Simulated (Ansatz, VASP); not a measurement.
# Two plane-wave programs on Pb

```
CELL_PARAMETERS angstrom
0.00000 2.50759 2.50759
2.50759 0.00000 2.50759
2.50759 2.50759 0.00000
ATOMIC_POSITIONS crystal
Pb 0.00000 0.00000 0.00000
```

Alike in both runs: task single point; functional PBE; dispersion D4; k mesh 9 × 9 × 9; occupations fermi-dirac, width 0.05 eV; no spin polarisation.

|  | VASP | Ansatz |
| --- | --- | --- |
| version | VASP 6.6.1 | Ansatz 0.2.0 |
| potentials or method | VASP PAW PBE potentials, release 64 (Pb_d) | Ansatz PAW |
| plane-wave cutoff (eV) | 520 | 420 |
| valence electrons in the cell | 14 | 14 |

```tsv
	VASP	Ansatz	Ansatz less VASP
gap on the k mesh at the Fermi level (eV)	none	none	-
pressure (GPa)	-1.6	-1.6	+0.06
```

A gap of «none» marks a metal or a gap that the smearing closes.

Spin-orbit coupling is off throughout.
